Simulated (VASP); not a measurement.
# MnS (Fm-3m) in VASP: notebook

The runs below take MnS through single point, relaxation of cell and atoms, with PBE, RPBE, BLYP, BLYP+D4.

All numbers are computed with VASP 6.6.1; they aren't measurements. Logs are shortened: lines on timing, memory, paths and dates and some standing lists are left out, and cuts for length are marked.

**1. The cell of the first run**

It takes space group Fm-3m (No. 225, cubic). Conventional cell: a = 5.209 Å, b = 5.209 Å, c = 5.209 Å, α = 90.00°, β = 90.00°, γ = 90.00°. Mn (site symmetry m-3m) has 6 S at 2.60 Å within 3.4 Å. Within 3.4 Å of S (site symmetry m-3m) lie 6 Mn at 2.60 Å.

**2. Single point, PBE, collinear spin, ferromagnetic start**

The input, INCAR:

```
SYSTEM = MnS
PREC = Accurate
ENCUT = 520
EDIFF = 1E-7
ISMEAR = 0
SIGMA = 0.017
LREAL = .False.
LASPH = .True.
NELM = 150
ALGO = Normal
ISIF = 2
LWAVE = .False.
LCHARG = .False.
ISPIN = 2
MAGMOM = 4 0
LORBIT = 11
LMAXMIX = 4
GGA = PE
NBANDS = 20
```

The input, KPOINTS:

```
regular mesh
0
Gamma
  9 9 9
  0 0 0
```

The input, POSCAR:

```
MnS
1.0
    0.0000000000      2.6045000000      2.6045000000
    2.6045000000      0.0000000000      2.6045000000
    2.6045000000      2.6045000000      0.0000000000
Mn S
1 1
Direct
    0.0000000000      0.0000000000      0.0000000000
    0.5000000000      0.5000000000      0.5000000000
```

Potentials or basis: VASP PAW PBE potentials, release 64 (Mn_pv, S).

Launch:

```console
> cat potpaw_PBE.64/Mn_pv/POTCAR potpaw_PBE.64/S/POTCAR > POTCAR
> mpirun -np 1 vasp_std > vasp.out
```

OUTCAR:

```text
SYSTEM = MnS
   PREC = Accurate
   ENCUT = 520
   EDIFF = 1E-7
   ISMEAR = 0
   LREAL = .False.
   LASPH = .True.
   NELM = 150
   ISIF = 2
   ISPIN = 2
   LORBIT = 11
   GGA = PE

 ion  position               nearest neighbor table
   1  0.000  0.000  0.000-   2 2.60   2 2.60   2 2.60   2 2.60   2 2.60   2 2.60
   2  0.500  0.500  0.500-   1 2.60   1 2.60   1 2.60   1 2.60   1 2.60   1 2.60

  LATTYP: Found a face centered cubic cell.
 ALAT       =     5.2090000000

  Lattice vectors:

 A1 = (   0.0000000000,   2.6045000000,   2.6045000000)
 A2 = (   2.6045000000,   0.0000000000,   2.6045000000)
 A3 = (   2.6045000000,   2.6045000000,   0.0000000000)

Analysis of symmetry for initial positions (statically):
=====================================================================
 Subroutine PRICEL returns:
 Original cell was already a primitive cell.

 Routine SETGRP: Setting up the symmetry group for a
 face centered cubic supercell.

 Subroutine GETGRP returns: Found 48 space group operations
 (whereof 48 operations were pure point group operations)
 out of a pool of 48 trial point group operations.

The static configuration has the point symmetry O_h .

Analysis of symmetry for dynamics (positions and initial velocities):
=====================================================================
 Subroutine PRICEL returns:
 Original cell was already a primitive cell.

 Routine SETGRP: Setting up the symmetry group for a
 face centered cubic supercell.

 Subroutine GETGRP returns: Found 48 space group operations
 (whereof 48 operations were pure point group operations)
 out of a pool of 48 trial point group operations.

The dynamic configuration has the point symmetry O_h .

Analysis of structural, dynamic, and magnetic symmetry:
=====================================================================
 Subroutine PRICEL returns:
 Original cell was already a primitive cell.

 Routine SETGRP: Setting up the symmetry group for a
 face centered cubic supercell.

 Subroutine GETGRP returns: Found 48 space group operations
 (whereof 48 operations were pure point group operations)
 out of a pool of 48 trial point group operations.

The overall configuration has the point symmetry O_h .

 Subroutine INISYM returns: Found 48 space group operations
 (whereof 48 operations are pure point group operations),
 and found     1 'primitive' translations

----------------------------------------------------------------------------------------

                                     Primitive cell

  volume of cell :      35.3348

  direct lattice vectors                    reciprocal lattice vectors
     0.000000000  2.604500000  2.604500000    -0.191975427  0.191975427  0.191975427
     2.604500000  0.000000000  2.604500000     0.191975427 -0.191975427  0.191975427
     2.604500000  2.604500000  0.000000000     0.191975427  0.191975427 -0.191975427

  length of vectors
     3.683319223  3.683319223  3.683319223     0.332511194  0.332511194  0.332511194

  position of ions in fractional coordinates (direct lattice)
     0.000000000  0.000000000  0.000000000
     0.500000000  0.500000000  0.500000000

  ion indices of the primitive-cell ions
   primitive index   ion index
                 1           1
                 2           2

----------------------------------------------------------------------------------------

 KPOINTS: regular mesh

Automatic generation of k-mesh.
 Grid dimensions read from file:
 generate k-points for:    9    9    9

 Generating k-lattice:

  Cartesian coordinates                     Fractional coordinates (reciprocal lattice)
    -0.021330603  0.021330603  0.021330603     0.111111111  0.000000000  0.000000000
     0.021330603 -0.021330603  0.021330603     0.000000000  0.111111111  0.000000000
     0.021330603  0.021330603 -0.021330603     0.000000000  0.000000000  0.111111111

  Length of vectors
     0.036945688  0.036945688  0.036945688

  Shift w.r.t. Gamma in fractional coordinates (k-lattice)
     0.000000000  0.000000000  0.000000000

 Subroutine IBZKPT returns following result:
 ===========================================

 Found     35 irreducible k-points:

 Following reciprocal coordinates:
            Coordinates               Weight
  0.000000  0.000000  0.000000      1.000000
  0.111111  0.000000  0.000000      8.000000
  0.222222  0.000000  0.000000      8.000000
  0.333333  0.000000  0.000000      8.000000
  0.444444  0.000000  0.000000      8.000000
  0.111111  0.111111  0.000000      6.000000
[... 16 lines left out ...]
 -0.333333  0.333333  0.000000     12.000000
  0.444444  0.444444  0.000000      6.000000
 [... further k-points ...]
   k-points           NKPTS =     35   k-points in BZ     NKDIM =     35   number of bands    NBANDS=     20
   number of dos      NEDOS =    301   number of ions     NIONS =      2
   total plane-waves  NPLWV =  21952
   dimension x,y,z NGX =    28 NGY =   28 NGZ =   28
   dimension x,y,z NGXF=    56 NGYF=   56 NGZF=   56
   ions per type =               1   1
   NGX,Y,Z   is equivalent  to a cutoff of  12.64, 12.64, 12.64 a.u.
   NGXF,Y,Z  is equivalent  to a cutoff of  25.28, 25.28, 25.28 a.u.
 SYSTEM =  MnS
   PREC   = accura    normal or accurate (medium, high low for compatibility)
   ISTART =      0    job   : 0-new  1-cont  2-samecut
   ICHARG =      2    charge: 1-file 2-atom 10-const
   ISPIN  =      2    spin polarized calculation?
   LNONCOLLINEAR =      F non collinear calculations
   LSORBIT =      F    spin-orbit coupling
   LASPH  =      T    aspherical Exc in radial PAW
   ENCUT  =  520.0 eV  38.22 Ry    6.18 a.u.   6.85  6.85  6.85*2*pi/ulx,y,z
   NELM   =    150;   NELMIN=  2; NELMDL= -5     # of ELM steps
   EDIFF  = 0.1E-06   stopping-criterion for ELM
   LREAL  =      F    real-space projection
   EDIFFG = 0.1E-05   stopping-criterion for IOM
   NSW    =      0    number of steps for IOM
   IBRION =     -1    ionic relax: 0-MD 1-quasi-New 2-CG
   NFREE  =      0    steps in history (QN), initial steepest desc. (CG)
   ISIF   =      2    stress and relaxation
   ISYM   =      2    0-nonsym 1-usesym 2-fastsym
   POTIM  = 0.5000    time-step for ionic-motion
   TEBEG  =    0.0;   TEEND  =   0.0 temperature during run
   PSTRESS=    0.0 pullay stress
   NELECT =      19.0000    total number of electrons
   NUPDOWN=      -1.0000    fix difference up-down
   EMIN   =  10.00;   EMAX   =-10.00  energy-range for DOS
   EFERMI =   0.00;   METHOD = LEGACY
   ISMEAR =     0;   SIGMA  =   0.02  broadening in eV -4-tet -1-fermi 0-gaus
   EFERMI_NEDOS =   21; number of points for ismear=-14 and -15
   IALGO  =     38    algorithm
   IMIX   =      4    mixing-type and parameters
     AMIX     =   0.40;   BMIX     =  1.00
     AMIX_MAG =   1.60;   BMIX_MAG =  1.00
  volume/ion in A,a.u.               =      17.67       119.23
  Fermi-wavevector in a.u.,A,eV,Ry     =   1.331246  2.515690 24.112464  1.772216
  Thomas-Fermi vector in A             =   2.460272
   LORBIT       =     11    0 simple, 1 ext, 2 COOP (PROOUT), +10 PAW based schemes
   GGA     = PE    functional components
   LHFCALC =     F    Hartree Fock is set to
   AEXX    =    0.0000 exact exchange contribution
   IVDW    =     0    specifies the selected vdW correction
   LEPSILON=     F    determine dielectric tensor
   LRPA    =     F    only Hartree local field effects (RPA)
 spin polarized calculation
 Gauss-broadening in eV      SIGMA  =   0.02
  energy-cutoff  :      520.00
  volume of cell :       35.33
 maximum number of plane-waves:       963
   NGX = 13   NGY = 13   NGZ = 13

 number of electron      18.9999989 magnetization       4.7201268

 Free energy of the ion-electron system (eV)
  ---------------------------------------------------
  ext. energy  EPLUGINS =         0.00000000
  ---------------------------------------------------
  free energy    TOTEN  =       -14.06645157 eV

  energy without entropy =      -14.06626612  energy(sigma->0) =      -14.06635885

 E-fermi :   6.6273     XC(G=0): -10.6416

 val. band max:        6.6170504618   @ k =  -0.2222   0.1111   0.0000
 cond. band min:       6.6418769695   @ k =  -0.3333   0.2222   0.0000
 fundamental gap:      0.0248265077
 Fermi energy:         6.6273244580

 spin component 1

 k-point     1 :       0.0000    0.0000    0.0000
  band No.  band energies     occupation
      1     -44.0639      1.00000
      2     -44.0639      1.00000
      3     -44.0639      1.00000
      4      -7.9382      1.00000
      5       3.2527      1.00000
      6       3.2527      1.00000
[... 12 lines left out ...]
     19      18.4168      0.00000
     20      18.7965      0.00000

 k-point     2 :       0.1111    0.0000    0.0000
  band No.  band energies     occupation
      1     -44.0649      1.00000
      2     -44.0641      1.00000
      3     -44.0641      1.00000
      4      -7.8139      1.00000
      5       2.9497      1.00000
      6       2.9913      1.00000
[... 12 lines left out ...]
     19      17.9858      0.00000
     20      19.3347      0.00000

 k-point     3 :       0.2222    0.0000    0.0000
  band No.  band energies     occupation
      1     -44.0672      1.00000
      2     -44.0644      1.00000
      3     -44.0644      1.00000
      4      -7.4695      1.00000
      5       1.8097      1.00000
      6       2.4484      1.00000
[... 12 lines left out ...]
     19      17.9141      0.00000
     20      21.7412      0.00000

 k-point     4 :       0.3333    0.0000    0.0000
  band No.  band energies     occupation
      1     -44.0699      1.00000
      2     -44.0648      1.00000
      3     -44.0648      1.00000
      4      -7.0061      1.00000
      5       0.5211      1.00000
      6       2.0219      1.00000
[... 429 lines left out ...]
 k-point    23 :      -0.3333    0.3333    0.0000
  band No.  band energies     occupation
      1     -44.0694      1.00000
      2     -44.0692      1.00000
      3     -44.0660      1.00000
      4      -6.4246      1.00000
      5       0.6623      1.00000
      6       1.2473      1.00000
[... 12 lines left out ...]
     19      23.1225      0.00000
     20      24.4155      0.00000

 k-point    24 :       0.4444    0.4444    0.0000
  band No.  band energies     occupation
      1     -44.0710      1.00000
      2     -44.0669      1.00000
      3     -44.0669      1.00000
      4      -6.5216      1.00000
      5       0.7073      1.00000
      6       2.7515      1.00000
[... 12 lines left out ...]
     19      21.3187      0.00000
     20      21.3187      0.00000

 [... further k-points ...]

 spin component 2

 k-point     1 :       0.0000    0.0000    0.0000
  band No.  band energies     occupation
      1     -39.5289      1.00000
      2     -39.5289      1.00000
      3     -39.5289      1.00000
      4      -7.6408      1.00000
      5       4.9872      1.00000
      6       4.9872      1.00000
[... 12 lines left out ...]
     19      19.4547      0.00000
     20      20.5101      0.00000

 k-point     2 :       0.1111    0.0000    0.0000
  band No.  band energies     occupation
      1     -39.5302      1.00000
      2     -39.5291      1.00000
      3     -39.5290      1.00000
      4      -7.5219      1.00000
      5       4.1116      1.00000
      6       4.6322      1.00000
[... 12 lines left out ...]
     19      18.5397      0.00000
     20      20.7115      0.00000

 k-point     3 :       0.2222    0.0000    0.0000
  band No.  band energies     occupation
      1     -39.5334      1.00000
      2     -39.5295      1.00000
      3     -39.5295      1.00000
      4      -7.1942      1.00000
      5       2.5878      1.00000
      6       4.0414      1.00000
[... 12 lines left out ...]
     19      19.0871      0.00000
     20      22.3680      0.00000

 k-point     4 :       0.3333    0.0000    0.0000
  band No.  band energies     occupation
      1     -39.5371      1.00000
      2     -39.5300      1.00000
      3     -39.5300      1.00000
      4      -6.7586      1.00000
      5       1.2219      1.00000
      6       3.5724      1.00000
[... 429 lines left out ...]
 k-point    23 :      -0.3333    0.3333    0.0000
  band No.  band energies     occupation
      1     -39.5363      1.00000
      2     -39.5360      1.00000
      3     -39.5316      1.00000
      4      -6.1865      1.00000
      5       1.4091      1.00000
      6       1.8052      1.00000
[... 12 lines left out ...]
     19      24.0846      0.00000
     20      25.4185      0.00000

 k-point    24 :       0.4444    0.4444    0.0000
  band No.  band energies     occupation
      1     -39.5385      1.00000
      2     -39.5329      1.00000
      3     -39.5329      1.00000
      4      -6.2536      1.00000
      5       1.1262      1.00000
      6       3.4956      1.00000
[... 12 lines left out ...]
     19      21.7219      0.00000
     20      21.7219      0.00000

 [... further k-points ...]
[... 5 lines left out ...]
  --------------------------------------------------------------------------------------
  -------------------------------------------------------------------------------------
  Total       -0.6284663     -0.6284663     -0.6284663      0.0000000      0.0000000     -0.0000000
  in kB      -28.4963681    -28.4963681    -28.4963681      0.0000000      0.0000000     -0.0000000
  external PRESSURE =     -28.4963681 kB  Pullay stress =       0.0000000 kB

 VOLUME and BASIS-vectors are now :
 -----------------------------------------------------------------------------
  energy-cutoff  :      520.00
  volume of cell :       35.33
      direct lattice vectors                 reciprocal lattice vectors
     0.000000000  2.604500000  2.604500000    -0.191975427  0.191975427  0.191975427
     2.604500000  0.000000000  2.604500000     0.191975427 -0.191975427  0.191975427
     2.604500000  2.604500000  0.000000000     0.191975427  0.191975427 -0.191975427

 POSITION                                       TOTAL-FORCE (eV/Angst)
 -----------------------------------------------------------------------------------
      0.00000      0.00000      0.00000         0.000000     -0.000000     -0.000000
      2.60450      2.60450      2.60450        -0.000000      0.000000      0.000000
 -----------------------------------------------------------------------------------
    total drift:                               -0.000000      0.000000      0.000000

  FREE ENERGIE OF THE ION-ELECTRON SYSTEM (eV)
  ---------------------------------------------------
  free  energy   TOTEN  =       -14.0664515748 eV

  energy  without entropy=      -14.0662661164  energy(sigma->0) =      -14.06635885

 total charge

# of ion       s       p       d       tot
------------------------------------------
    1        0.215   6.162   4.928  11.305
    2        1.327   2.401   0.000   3.728
--------------------------------------------------
tot          1.542   8.563   4.928  15.033

 magnetization (x)

# of ion       s       p       d       tot
------------------------------------------
    1        0.052   0.039   4.171   4.261
    2        0.027   0.082   0.000   0.108
--------------------------------------------------
tot          0.078   0.120   4.171   4.370
```

Run time: 77 s. Hardware: 1 thread of Intel Xeon 8259CL, shared host; peak memory 0.19 GiB.

Results:

- Free energy: -14.0665 eV
- Pressure: -2.8 GPa
- Net moment: 4.72 μB per cell
- Site moments: Mn +4.26; S +0.11 μB
- Valence electrons inside the program's atomic spheres: Mn 11.30; S 3.73

Caveat: a cell with one magnetic atom can't hold antiferromagnetic order, which such compounds often take; semilocal functionals often make such compounds metallic where correlation or magnetic order opens a gap, which also shifts bond lengths.

**3. Single point, PBE, collinear spin, ferromagnetic start**

The input, INCAR:

```
PREC = Accurate ; ENCUT = 520
EDIFF = 1E-6 ; ISMEAR = 0
SIGMA = 0.018000000000000002 ; LREAL = F
LASPH = T ; NELM = 150
ALGO = Normal ; ISIF = 2
LWAVE = F ; LCHARG = F
ISPIN = 2 ; MAGMOM = 4 0
LORBIT = 11 ; LMAXMIX = 4
GGA = PE ; NBANDS = 20
```

The input, KPOINTS:

```
Automatic mesh
0
Gamma
  9 9 9
```

POSCAR is that of step 2.

Potentials or basis: VASP PAW PBE potentials, release 64 (Mn_pv, S).

Launch:

```console
> cat potpaw_PBE.64/Mn_pv/POTCAR potpaw_PBE.64/S/POTCAR > POTCAR
> mpirun -np 1 vasp_std > vasp.out
```

Wall time 98 s (1 thread of Intel Xeon 8259CL, shared host); peak memory 0.19 GiB.

It converged, with:

* Free energy: -14.0665 eV
* Pressure: -2.9 GPa
* Net moment: 4.72 μB per cell
* Site moments: Mn +4.26; S +0.11 μB
* Valence electrons inside the program's atomic spheres: Mn 11.30; S 3.73

Levels at points of the mesh, in eV from the Fermi level:
Spin up:
```
           k point  band 8  band 9  band 10  band 11  band 12  band 13  band 14  band 15  band 16  band 17
(0.00, 0.00, 0.00)   -3.28   -3.28    -1.86    -1.86    -1.86     1.72     8.61     8.61     8.61    10.63
```
Spin down:
```
           k point  band 3  band 4  band 5  band 6  band 7  band 8  band 9  band 10  band 11  band 12
(0.00, 0.00, 0.00)  -46.16  -14.27   -1.64   -1.64   -1.64    0.32    0.32     0.32     0.37     0.37
```

Caveat: a cell with one magnetic atom can't hold antiferromagnetic order, which such compounds often take; semilocal functionals often make such compounds metallic where correlation or magnetic order opens a gap, which also shifts bond lengths.

(Continued in part 2 of 3.)
